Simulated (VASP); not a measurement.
# Ta2C (P-3m1) in VASP: a series of runs

Runs on Ta2C. Level: r2SCAN. Tasks: single point.

Program: VASP 6.6.1. These are calculated values, not measurements. Logs are shortened: lines on timing, memory, paths and dates and some standing lists are left out, and cuts for length are marked.

## Step 1: The cell of the first run

It takes space group P-3m1 (No. 164, trigonal). Conventional cell: a = 3.132 Å, b = 3.132 Å, c = 4.975 Å, α = 90.00°, β = 90.00°, γ = 120.00°. Ta (site symmetry 3m) has 3 C at 2.20 Å within 2.9 Å. C (site symmetry -3m) has 6 Ta at 2.20 Å within 2.9 Å.

## Step 2: Single point, r2SCAN

Input file POSCAR:

```
Ta2C
1.0
    3.1320975634      0.0000000000      0.0000000000
   -1.5660487817      2.7124760570      0.0000000000
    0.0000000000      0.0000000000      4.9747479600
Ta C
2 1
Direct
    0.3333333333      0.6666666667      0.2522839074
    0.6666666667      0.3333333333      0.7477160926
    0.0000000000      0.0000000000      0.0000000000
```

Input file INCAR.step1:

```
SYSTEM = Ta2C
PREC = Accurate
ENCUT = 520
ISMEAR = -1
SIGMA = 0.1
LREAL = .FALSE.
LASPH = .TRUE.
NELM = 60
NBANDS = 20
GGA = PE
ALGO = Normal
EDIFF = 1E-4
LWAVE = .TRUE.
LCHARG = .FALSE.
```

Input file INCAR.step2:

```
SYSTEM = Ta2C
PREC = Accurate
ENCUT = 520
EDIFF = 1E-7
ISMEAR = -1
SIGMA = 0.1
LREAL = .FALSE.
LASPH = .TRUE.
NELM = 60
ALGO = Normal
ISIF = 2
LWAVE = .FALSE.
LCHARG = .FALSE.
METAGGA = R2SCAN
LMIXTAU = .TRUE.
NBANDS = 20
ISTART = 1
```

Input file KPOINTS:

```
Automatic mesh
0
G
  12 12 7
  0 0 0
```

Potentials or basis: VASP PAW PBE potentials, release 64 (Ta_pv, C).

The run is started by

```console
$ cat potpaw_PBE.64/Ta_pv/POTCAR potpaw_PBE.64/C/POTCAR > POTCAR
$ cp INCAR.step1 INCAR
$ mpirun -np 1 vasp_std > vasp.out
$ cp INCAR.step2 INCAR
$ mpirun -np 1 vasp_std > vasp.out
```

OUTCAR:

```text
SYSTEM = Ta2C
   PREC = Accurate
   ENCUT = 520
   EDIFF = 1E-7
   ISMEAR = -1
   LREAL = .FALSE.
   LASPH = .TRUE.
   NELM = 60
   ISIF = 2
   METAGGA = R2SCAN
   ISTART = 1

 ion  position               nearest neighbor table
   1  0.333  0.667  0.252-   3 2.20   3 2.20   3 2.20   2 3.06   2 3.06   2 3.06   2 3.09   2 3.09
                             2 3.09
   2  0.667  0.333  0.748-   3 2.20   3 2.20   3 2.20   1 3.06   1 3.06   1 3.06   1 3.09   1 3.09
                             1 3.09
   3  0.000  0.000  0.000-   1 2.20   2 2.20   1 2.20   2 2.20   2 2.20   1 2.20

  LATTYP: Found a hexagonal cell.
 ALAT       =     3.1320975634
 C/A-ratio  =     1.5883119409

  Lattice vectors:

 A1 = (   3.1320975634,   0.0000000000,   0.0000000000)
 A2 = (  -1.5660487817,   2.7124760570,   0.0000000000)
 A3 = (   0.0000000000,   0.0000000000,   4.9747479600)

Analysis of symmetry for initial positions (statically):
=====================================================================
 Subroutine PRICEL returns:
 Original cell was already a primitive cell.

 Routine SETGRP: Setting up the symmetry group for a
 hexagonal supercell.

 Subroutine GETGRP returns: Found 12 space group operations
 (whereof 12 operations were pure point group operations)
 out of a pool of 24 trial point group operations.

The static configuration has the point symmetry D_3d.

Analysis of symmetry for dynamics (positions and initial velocities):
=====================================================================
 Subroutine PRICEL returns:
 Original cell was already a primitive cell.

 Routine SETGRP: Setting up the symmetry group for a
 hexagonal supercell.

 Subroutine GETGRP returns: Found 12 space group operations
 (whereof 12 operations were pure point group operations)
 out of a pool of 24 trial point group operations.

The dynamic configuration has the point symmetry D_3d.

 Subroutine INISYM returns: Found 12 space group operations
 (whereof 12 operations are pure point group operations),
 and found     1 'primitive' translations

----------------------------------------------------------------------------------------

                                     Primitive cell

  volume of cell :      42.2642

  direct lattice vectors                    reciprocal lattice vectors
     3.132097563  0.000000000  0.000000000     0.319274856  0.184333424  0.000000000
    -1.566048782  2.712476057  0.000000000     0.000000000  0.368666849  0.000000000
     0.000000000  0.000000000  4.974747960     0.000000000  0.000000000  0.201015209

  length of vectors
     3.132097563  3.132097563  4.974747960     0.368666849  0.368666849  0.201015209

  position of ions in fractional coordinates (direct lattice)
     0.333333333  0.666666667  0.252283907
     0.666666667  0.333333333  0.747716093
     0.000000000  0.000000000  0.000000000

  ion indices of the primitive-cell ions
   primitive index   ion index
                 1           1
                 2           2
                 3           3

----------------------------------------------------------------------------------------

 KPOINTS: Automatic mesh

Automatic generation of k-mesh.
 Grid dimensions read from file:
 generate k-points for:   12   12    7

 Generating k-lattice:

  Cartesian coordinates                     Fractional coordinates (reciprocal lattice)
     0.026606238  0.015361119  0.000000000     0.083333333  0.000000000  0.000000000
     0.000000000  0.030722237  0.000000000     0.000000000  0.083333333  0.000000000
     0.000000000  0.000000000  0.028716458     0.000000000  0.000000000  0.142857143

  Length of vectors
     0.030722237  0.030722237  0.028716458

  Shift w.r.t. Gamma in fractional coordinates (k-lattice)
     0.000000000  0.000000000  0.000000000

 Subroutine IBZKPT returns following result:
 ===========================================

 Found    112 irreducible k-points:

 Following reciprocal coordinates:
            Coordinates               Weight
  0.000000  0.000000  0.000000      1.000000
  0.083333  0.000000  0.000000      6.000000
  0.166667 -0.000000  0.000000      6.000000
  0.250000  0.000000  0.000000      6.000000
  0.333333  0.000000  0.000000      6.000000
  0.416667  0.000000  0.000000      6.000000
[... 16 lines left out ...]
  0.166667 -0.000000  0.142857      6.000000
  0.000000  0.166667  0.142857      6.000000
 [... further k-points ...]
   k-points           NKPTS =    112   k-points in BZ     NKDIM =    112   number of bands    NBANDS=     20
   number of dos      NEDOS =    301   number of ions     NIONS =      3
   total plane-waves  NPLWV =  23040
   dimension x,y,z NGX =    24 NGY =   24 NGZ =   40
   dimension x,y,z NGXF=    48 NGYF=   48 NGZF=   80
   ions per type =               2   1
   NGX,Y,Z   is equivalent  to a cutoff of  12.74, 12.74, 13.37 a.u.
   NGXF,Y,Z  is equivalent  to a cutoff of  25.48, 25.48, 26.73 a.u.
 SYSTEM =  Ta2C
[... 85 lines left out ...]
     20      14.0592      0.00000

 k-point     3 :       0.1667   -0.0000    0.0000
  band No.  band energies     occupation
      1     -29.7845      2.00000
      2     -29.3493      2.00000
      3     -29.2529      2.00000
      4     -29.2370      2.00000
      5     -29.1114      2.00000
      6     -29.0369      2.00000
[... 12 lines left out ...]
     19      11.3410      0.00000
     20      13.7871      0.00000

 k-point     4 :       0.2500    0.0000    0.0000
  band No.  band energies     occupation
      1     -29.7067      2.00000
      2     -29.4941      2.00000
      3     -29.3710      2.00000
      4     -29.2989      2.00000
      5     -29.1300      2.00000
      6     -29.0735      2.00000
[... 12 lines left out ...]
     19      12.5628      0.00000
     20      13.3624      0.00000

 k-point     5 :       0.3333    0.0000    0.0000
  band No.  band energies     occupation
      1     -29.6527      2.00000
      2     -29.6009      2.00000
      3     -29.4988      2.00000
      4     -29.3425      2.00000
      5     -29.1505      2.00000
      6     -29.1239      2.00000
[... 12 lines left out ...]
     19      12.8636      0.00000
     20      13.4052      0.00000

 k-point     6 :       0.4167    0.0000    0.0000
  band No.  band energies     occupation
      1     -29.7481      2.00000
      2     -29.5935      2.00000
      3     -29.5207      2.00000
      4     -29.3735      2.00000
      5     -29.1790      2.00000
      6     -29.1662      2.00000
[... 12 lines left out ...]
     19      12.4371      0.00000
     20      12.5190      0.00000

 k-point     7 :       0.5000    0.0000    0.0000
  band No.  band energies     occupation
      1     -29.7857      2.00000
      2     -29.6255      2.00000
      3     -29.4816      2.00000
      4     -29.3846      2.00000
      5     -29.2081      2.00000
      6     -29.1721      2.00000
[... 12 lines left out ...]
     19      11.7101      0.00000
     20      12.1083      0.00000
[... 277 lines left out ...]
 k-point    20 :       0.0000    0.0000    0.1429
  band No.  band energies     occupation
      1     -29.8158      2.00000
      2     -29.1980      2.00000
      3     -29.1980      2.00000
      4     -29.1013      2.00000
      5     -29.1013      2.00000
      6     -29.0534      2.00000
[... 12 lines left out ...]
     19       9.5950      0.00000
     20      13.2860      0.00000

 k-point    21 :       0.0833    0.0000    0.1429
  band No.  band energies     occupation
      1     -29.7998      2.00000
      2     -29.2337      2.00000
      3     -29.2133      2.00000
      4     -29.1521      2.00000
      5     -29.1034      2.00000
      6     -29.0487      2.00000
[... 12 lines left out ...]
     19      10.2299      0.00000
     20      13.4853      0.00000

 k-point    22 :       0.0000    0.0833    0.1429
  band No.  band energies     occupation
      1     -29.8001      2.00000
      2     -29.2381      2.00000
      3     -29.2093      2.00000
      4     -29.1457      2.00000
      5     -29.1075      2.00000
      6     -29.0502      2.00000
[... 12 lines left out ...]
     19      10.4399      0.00000
     20      13.3499      0.00000

 k-point    23 :       0.1667   -0.0000    0.1429
  band No.  band energies     occupation
      1     -29.7548      2.00000
      2     -29.3367      2.00000
      3     -29.2631      2.00000
      4     -29.2488      2.00000
      5     -29.1155      2.00000
      6     -29.0568      2.00000
[... 12 lines left out ...]
     19      11.2280      0.00000
     20      13.6731      0.00000

 k-point    24 :       0.0000    0.1667    0.1429
  band No.  band energies     occupation
      1     -29.7579      2.00000
      2     -29.3401      2.00000
      3     -29.2509      2.00000
      4     -29.2432      2.00000
      5     -29.1214      2.00000
      6     -29.0621      2.00000
[... 12 lines left out ...]
     19      11.8680      0.00000
     20      12.8758      0.00000

 [... further k-points ...]

------------------------ aborting loop because EDIFF is reached ----------------------------------------

  FORCE on cell =-STRESS in cart. coord.  units (eV):
  Direction    XX          YY          ZZ          XY          YZ          ZX
  --------------------------------------------------------------------------------------
  -------------------------------------------------------------------------------------
  Total       -1.1793966     -1.1793966     -1.1812555      0.0000000      0.0000000      0.0000000
  in kB      -44.7093303    -44.7093303    -44.7798004      0.0000000      0.0000000      0.0000000
  external PRESSURE =     -44.7328203 kB  Pullay stress =       0.0000000 kB

 VOLUME and BASIS-vectors are now :
 -----------------------------------------------------------------------------
  energy-cutoff  :      520.00
  volume of cell :       42.26
      direct lattice vectors                 reciprocal lattice vectors
     3.132097563  0.000000000  0.000000000     0.319274856  0.184333424  0.000000000
    -1.566048782  2.712476057  0.000000000     0.000000000  0.368666849  0.000000000
     0.000000000  0.000000000  4.974747960     0.000000000  0.000000000  0.201015209

 POSITION                                       TOTAL-FORCE (eV/Angst)
 -----------------------------------------------------------------------------------
     -0.00000      1.80832      1.25505         0.000000      0.000000      0.033522
      1.56605      0.90416      3.71970        -0.000000      0.000000     -0.033522
      0.00000      0.00000      0.00000         0.000000      0.000000      0.000000
 -----------------------------------------------------------------------------------
    total drift:                                0.000000     -0.000000      0.000000

  FREE ENERGIE OF THE ION-ELECTRON SYSTEM (eV)
  ---------------------------------------------------
  free  energy   TOTEN  =      -109.1650782425 eV

  energy  without entropy=     -109.1419632335  energy(sigma->0) =     -109.15352074
```

Wall time 3.9 min (1 thread of AMD EPYC 9R45 (Zen 5), shared host); peak memory 0.2 GiB.

Results:

| Quantity | Value |
| --- | --- |
| Free energy | -109.1651 eV |
| Pressure | -4.5 GPa |
| Largest force | 0.034 eV/Å |
| Band gap on the k mesh | zero (band 13 reaches 6.90 eV, above the bottom of band 14 at 6.20 eV) |

Forces in eV/Å, atoms in the order of the input:
```
Ta   0.000  0.000  0.034
Ta   0.000  0.000 -0.034
C    0.000  0.000  0.000
```

Caveat: the PAW data sets were made with another functional, which shifts forces and pressure a little; spin-orbit coupling is left out, which moves the levels of the heavy elements.

## Step 3: Single point, r2SCAN

This run uses another cell than the first one, of 14.36 Å³/atom, 1.020 times its volume.

Input file POSCAR:

```
Ta2C
1.0
    3.1524364287     -0.0000000029      0.0000000000
   -1.5762182119      2.7300900325      0.0000000000
    0.0000000000      0.0000000000      5.0070524300
Ta C
2 1
Direct
    0.3333333333      0.6666666667      0.2511851164
    0.6666666667      0.3333333333      0.7488148836
    0.0000000000      0.0000000000      0.0000000000
```

Input file INCAR.step1:

```
SYSTEM = Ta2C
PREC     = Accurate       ! precision mode
ENCUT    = 520            ! plane-wave cutoff, eV
ISMEAR   = -1             ! smearing method
SIGMA    = 0.1            ! smearing width, eV
LREAL    = .FALSE.        ! projectors in reciprocal space
LASPH    = .TRUE.         ! aspherical terms in the spheres
NELM     = 60             ! most SCF steps
NBANDS   = 20             ! bands
GGA      = PE             ! functional
ALGO     = Normal         ! electronic algorithm
EDIFF    = 1E-4           ! SCF threshold, eV
LWAVE    = .TRUE.         ! write WAVECAR
LCHARG   = .FALSE.        ! write CHGCAR
```

Input file INCAR.step2:

```
SYSTEM = Ta2C
PREC     = Accurate       ! precision mode
ENCUT    = 520            ! plane-wave cutoff, eV
EDIFF    = 1E-6           ! SCF threshold, eV
ISMEAR   = -1             ! smearing method
SIGMA    = 0.1            ! smearing width, eV
LREAL    = .FALSE.        ! projectors in reciprocal space
LASPH    = .TRUE.         ! aspherical terms in the spheres
NELM     = 60             ! most SCF steps
ALGO     = Normal         ! electronic algorithm
ISIF     = 2              ! what is computed and relaxed
LWAVE    = .FALSE.        ! write WAVECAR
LCHARG   = .TRUE.         ! write CHGCAR
METAGGA  = R2SCAN         ! meta-GGA
LMIXTAU  = .TRUE.       
LELF     = .TRUE.         ! ELF
LVHAR    = .TRUE.       
NBANDS   = 20             ! bands
ISTART   = 1
```

KPOINTS is that of step 2.

Potentials or basis: VASP PAW PBE potentials, release 64 (Ta_pv, C).

The run is started by

```console
$ cat potpaw_PBE.64/Ta_pv/POTCAR potpaw_PBE.64/C/POTCAR > POTCAR
$ cp INCAR.step1 INCAR
$ mpirun -np 1 vasp_std > vasp.out
$ cp INCAR.step2 INCAR
$ mpirun -np 1 vasp_std > vasp.out
```

Run time: 3.1 min. Hardware: 1 thread of AMD EPYC 9R45 (Zen 5), shared host; peak memory 0.2 GiB.

The run converged. Its results:

```
Free energy            : -109.1295 eV
Pressure               : -9.2 GPa
Largest force          : 0.033 eV/Å
Band gap on the k mesh : zero (band 13 reaches 6.73 eV, above the bottom of band 14 at 6.04 eV)
```

Forces in eV/Å, atoms in the order of the input:
```
Ta   0.000  0.000  0.033
Ta   0.000  0.000 -0.033
C    0.000  0.000  0.000
```

Levels at points of the mesh, in eV from the Fermi level:
| k point | band 11 | band 12 | band 13 | band 14 | band 15 | band 16 |
| --- | --- | --- | --- | --- | --- | --- |
| (0.00, 0.00, 0.00) | -3.54 | 0.03 | 0.50 | 0.50 | 1.09 | 1.09 |
| (0.50, 0.00, 0.00) | -3.68 | -2.08 | -0.53 | 3.30 | 3.38 | 4.38 |

Caveat: the PAW data sets were made with another functional, which shifts forces and pressure a little; spin-orbit coupling is left out, which moves the levels of the heavy elements.

## Step 4: Single point, r2SCAN

This run uses another cell than the first one, of 14.64 Å³/atom, 1.039 times its volume.

Input file POSCAR:

```
Ta2C
1.0
    3.1725161824      0.0000000000      0.0000000000
   -1.5862580912      2.7474796079      0.0000000000
    0.0000000000      0.0000000000      5.0389453400
Ta C
2 1
Direct
    0.3333333333      0.6666666667      0.2500191428
    0.6666666667      0.3333333333      0.7499808572
    0.0000000000      0.0000000000      0.0000000000
```

Input file INCAR.step1:

```
SYSTEM = Ta2C
  PREC = Accurate
  ENCUT = 520
  ISMEAR = -1
  SIGMA = 0.1
  LREAL = .FALSE.
  LASPH = .TRUE.
  NELM = 60
  NBANDS = 20
  GGA = PE
  ALGO = Normal
  EDIFF = 1E-4
  LWAVE = .TRUE.
  LCHARG = .FALSE.
```

Input file INCAR.step2:

```
SYSTEM = Ta2C
  PREC = Accurate
  ENCUT = 520
  EDIFF = 1E-6
  ISMEAR = -1
  SIGMA = 0.1
  LREAL = .FALSE.
  LASPH = .TRUE.
  NELM = 60
  ALGO = Normal
  ISIF = 2
  LWAVE = .FALSE.
  LCHARG = .TRUE.
  METAGGA = R2SCAN
  LMIXTAU = .TRUE.
  LELF = .TRUE.
  LVHAR = .TRUE.
  NBANDS = 20
  ISTART = 1
```

KPOINTS is that of step 3.

The run is started by

```console
$ cat potpaw_PBE.64/Ta_pv/POTCAR potpaw_PBE.64/C/POTCAR > POTCAR
$ cp INCAR.step1 INCAR
$ mpirun -np 1 vasp_std > vasp.out
$ cp INCAR.step2 INCAR
$ mpirun -np 1 vasp_std > vasp.out
```

Run time: 3 min. Hardware: 1 thread of AMD EPYC 9R45 (Zen 5), shared host; peak memory 0.2 GiB.

The run converged. Its results:

```
Free energy            : -109.0709 eV
Pressure               : -13.4 GPa
Largest force          : 0.035 eV/Å
Band gap on the k mesh : zero (band 13 reaches 6.56 eV, above the bottom of band 14 at 5.89 eV)
```

Forces in eV/Å, atoms in the order of the input:
```
Ta   0.000  0.000  0.035
Ta   0.000  0.000 -0.035
C    0.000  0.000  0.000
```

Stress tensor (GPa, compression positive):
```
-13.39   0.00   0.00
  0.00 -13.39   0.00
  0.00   0.00 -13.31
```

Levels at points of the mesh, in eV from the Fermi level:
```tsv
k point	band 10	band 11	band 12	band 13	band 14	band 15	band 16	band 17
(0.00, 0.00, 0.00)	-3.78	-3.55	0.04	0.49	0.49	1.06	1.06	2.40
(0.50, 0.00, 0.00)	-4.15	-3.59	-2.05	-0.56	3.26	3.30	4.26	4.77
```

Caveat: the PAW data sets were made with another functional, which shifts forces and pressure a little; spin-orbit coupling is left out, which moves the levels of the heavy elements.

## Step 5: Overview

| cell | gap on the mesh (eV) | pressure (GPa) | largest force (eV/Å) |
| --- | --- | --- | --- |
| a = 3.132, b = 3.132, c = 4.975 Å, angles 90.0, 90.0, 120.0°, 3 atoms | none | -4.5 | 0.03 |
| a = 3.152, b = 3.152, c = 5.007 Å, angles 90.0, 90.0, 120.0°, 3 atoms | none | -9.2 | 0.03 |
| a = 3.173, b = 3.173, c = 5.039 Å, angles 90.0, 90.0, 120.0°, 3 atoms | none | -13.4 | 0.03 |

Alike in all rows: task single point; level r2SCAN; potentials or basis VASP PAW PBE potentials, release 64 (Ta_pv, C); no spin polarisation; k mesh 12 × 12 × 7; cutoff (eV) 520; smearing fermi-dirac 0.1 eV.

Caveats: the PAW data sets were made with another functional, which shifts forces and pressure a little; spin-orbit coupling is left out, which moves the levels of the heavy elements.

Total energies depend on the potentials used, so only differences within one code and one set of settings carry meaning.
